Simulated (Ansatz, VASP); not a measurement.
## CdS in VASP and in Ansatz

```
Cd S
1.0
     0.00000    2.93921    2.88043
     2.93921    0.00000    2.88043
     2.93921    2.93921    0.00000
Cd S
1 1
Direct
  0.00000 0.00000 0.00000
  0.25000 0.25000 0.25000
```

Change from the starting cell: uniaxial_z strain -2.0%.

Alike in both runs: task single point; functional PBE; k mesh 8 × 8 × 8; occupations fermi-dirac, width 0.02 eV; no spin polarisation.

|  | VASP | Ansatz |
| --- | --- | --- |
| version | VASP 6.6.1 | Ansatz 0.2.0 |
| potentials or method | VASP PAW PBE potentials, release 64 (Cd, S) | plane waves, PAW |
| plane-wave cutoff (eV) | 500 | 420 |
| valence electrons in the cell | 18 | 26 |

|  | VASP | Ansatz | Ansatz less VASP |
| --- | --- | --- | --- |
| gap on the k mesh at the Fermi level (eV) | 1.10 | 1.10 | -0.004 |
| pressure (GPa) | 3.0 | 2.6 | -0.35 |
| traceless stress, the component that is largest in VASP (GPa) | 0.21 | 0.22 | +0.006 |

VASP's potentials hold 18 valence electrons a cell and Ansatz's 26, so a difference there can come from the potentials and not from the codes.
